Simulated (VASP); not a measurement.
A run of VASP 6.6.1 is set up as follows.

File POSCAR:

```
W
1.0
    0.0000000000      2.0300000000      2.0300000000
    2.0300000000      0.0000000000      2.0300000000
    2.0300000000      2.0300000000      0.0000000000
W
1
Direct
    0.0000000000      0.0000000000      0.0000000000
```

File INCAR.step1:

```
  ALGO = Normal
  EDIFF = 1E-5
  ENCUT = 520
  GGA = PE
  ISIF = 2
  ISMEAR = -1
  LASPH = True
  LCHARG = False
  LREAL = False
  LWAVE = True
  NBANDS = 13
  NELM = 80
  PREC = Accurate
  SIGMA = 0.05
```

Contents of INCAR.step2:

```
  AEXX = 0.1
  ALGO = Normal
  EDIFF = 1E-6
  ENCUT = 520
  ISIF = 2
  ISMEAR = -1
  ISTART = 1
  LASPH = True
  LCHARG = False
  LHFCALC = True
  LMIXTAU = True
  LREAL = False
  LWAVE = False
  METAGGA = R2SCAN
  NBANDS = 13
  NELM = 80
  PREC = Accurate
  PRECFOCK = Normal
  SIGMA = 0.05
```

KPOINTS

```
k-points
0
Gamma
  6 6 6
```

Potentials or basis: VASP PAW PBE potentials, release 64 (W_sv).

The run is started by

```sh
$ cat potpaw_PBE.64/W_sv/POTCAR > POTCAR
$ cp INCAR.step1 INCAR
$ mpirun -np 1 vasp_std > vasp.out
$ cp INCAR.step2 INCAR
$ mpirun -np 1 vasp_std > vasp.out
```

(1) Estimate the band gap on the k mesh.

(2) Estimate the pressure.

Answers

(1) zero (bands 7 and 8 overlap by 3.77 eV).

(2) -8.4 GPa.

Caveat: the k points lie up to 0.45 Å⁻¹ apart, too coarse for converged energies and pressures of a metal; the PAW data sets were made with another functional, which shifts forces and pressure a little; spin-orbit coupling is left out, which moves the levels of the heavy elements.
